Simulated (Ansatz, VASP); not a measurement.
## One calculation of BeNiGe, two programs

INCAR

```
SYSTEM = BeNiGe
PREC = Accurate ; ENCUT = 520
EDIFF = 1E-6 ; ISMEAR = -1
SIGMA = 0.1361 ; LREAL = .False.
LASPH = .True. ; NELM = 60
ALGO = Normal ; ISIF = 2
LWAVE = .False. ; LCHARG = .True.
GGA = PE ; LELF = .True.
LVHAR = .True. ; NBANDS = 35
```

KPOINTS

```
regular mesh
0
Gamma
  10 10 7
  0 0 0
```

Contents of POSCAR:

```
BeNiGe
1.0
    3.9868520000      0.0000000000      0.0000000000
   -1.9934260000      3.4527190000      0.0000000000
    0.0000000000      0.0000000000      5.0127940000
Ge Ni Be
2 2 2
Direct
    0.3333000000      0.6667000000      0.7500000000
    0.6666000000      0.3333000000      0.2500000000
    0.3333000000      0.6667000000      0.2500000000
    0.6666000000      0.3333000000      0.7500000000
    0.0000000000      0.0000000000      0.0000000000
    0.0000000000      0.0000000000      0.5000000000
```

Input for Ansatz:

```yaml
crystal:
  lattice:
    - [3.986852, 0.0, 0.0]
    - [-1.993426, 3.452719, 0.0]
    - [0.0, 0.0, 5.012794]
  atoms:
    - { symbol: Ge, position: [0.3333, 0.6667, 0.75] }
    - { symbol: Ge, position: [0.6666, 0.3333, 0.25] }
    - { symbol: Ni, position: [0.3333, 0.6667, 0.25] }
    - { symbol: Ni, position: [0.6666, 0.3333, 0.75] }
    - { symbol: Be, position: [0.0, 0.0, 0.0] }
    - { symbol: Be, position: [0.0, 0.0, 0.5] }
  symmetry: { tolerance: 0.0003 }
kpoints:
  mp_grid: { grid: [10, 10, 7], shift: [0, 0, 0] }
  band_path:
    path:
      - [0.0, 0.0, 0.0]
      - [0.49999979, 2.8e-07, 0.0]
      - [0.33333319, 0.33333376, 0.0]
      - [0.0, 0.0, 0.0]
      - [0.0, 0.0, 0.5]
      - [0.49999979, 2.8e-07, 0.5]
      - [0.33333319, 0.33333376, 0.5]
      - [0.0, 0.0, 0.5]
      - [0.49999979, 2.8e-07, 0.5]
      - [0.49999979, 2.8e-07, 0.0]
      - [0.33333319, 0.33333376, 0.5]
    npoints: 6
magnetization:
  spin_polarized: false
scf:
  occupations: { method: fermi_dirac, width: 0.1361 }
  lower_state_search: "off"
  max_iter: 200
hamiltonian:
  pseudopotentials: { kind: paw }
  xc: pbe
basis:
  ecutwfc: 420
  fft_grid_basis: typed
output:
  forces: true
  stress: true
  eigenvalues: true
  bader: true
  populations: true
  elf: true
  write_potential: true
  volumetric_format: npy
  dos:
    e_range: [-12, 8]
    de: 0.05
    projected: { site_lists: { Be: [Be], Ge: [Ge], Ni: [Ni] } }
checkpoint:
  read: saved_state
```

Alike in both runs: task single point; functional PBE; k mesh 10 × 10 × 7; occupations fermi-dirac, width 0.1361 eV; no spin polarisation.

|  | VASP | Ansatz |
| --- | --- | --- |
| version | VASP 6.6.1 | Ansatz 0.2.0 |
| potentials or method | VASP PAW PBE potentials, release 64 (Ge_d, Ni, Be), cutoff 520 eV | PAW plane waves |
| valence electrons in the cell | 52 | 68 |

Ansatz gave:

- pressure (GPa): 5.1
- traceless stress, the component that is largest in VASP (GPa): 0.06

Question: Estimate VASP's values.

Answer: Pressure (GPa): 5.2; traceless stress, the component that is largest in VASP (GPa): -0.04.

VASP's potentials hold 52 valence electrons a cell and Ansatz's 68, so a difference there can come from the potentials and not from the codes. Ansatz's warnings: structure snapped to symmetry.
